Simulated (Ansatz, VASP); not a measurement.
**CuO: VASP beside Ansatz**

```xyz
4
Lattice="2.3906 -1.7470 0.0000 2.3906 1.7470 0.0000 -0.8774 0.0000 5.1587" Properties=species:S:1:pos:R:3 pbc="T T T"
Cu    0.7566   -0.8623    2.5793
Cu    1.1953    0.8623    0.0000
O     1.6743    0.2897    3.8881
O     2.1130   -0.2897    1.3088
```

Alike in both runs: task single point; functional LDA; k mesh 10 × 10 × 5; occupations fermi-dirac, width 0.05 eV; no spin polarisation.

|  | VASP | Ansatz |
| --- | --- | --- |
| version | VASP 6.6.1 | Ansatz 0.2.0 |
| potentials or method | VASP PAW LDA potentials, release 64 (Cu, O) | Ansatz PAW |
| plane-wave cutoff (eV) | 520 | 420 |
| valence electrons in the cell | 34 | 50 |

VASP gave:

| Item | Value |
| --- | --- |
| gap on the k mesh at the Fermi level (eV) | none |
| pressure (GPa) | -17.0 |
| traceless stress, the component that is largest in VASP (GPa) | 5.17 |
| rms of the force components (eV/Å) | 0.389 |

**Question.** Which values does Ansatz return?

**Answer.** gap on the k mesh at the Fermi level (eV): none; pressure (GPa): -17.7; traceless stress, the component that is largest in VASP (GPa): 5.51; rms of the force components (eV/Å): 0.390.

LDA's correlation is that of Perdew and Zunger in VASP and of Perdew and Wang (1992) in Ansatz. Atom by atom the forces differ by 0.021 eV/Å (rms over components). A gap of «none» marks a metal or a gap that the smearing closes. VASP's potentials hold 34 valence electrons a cell and Ansatz's 50, so a difference there can come from the potentials and not from the codes.
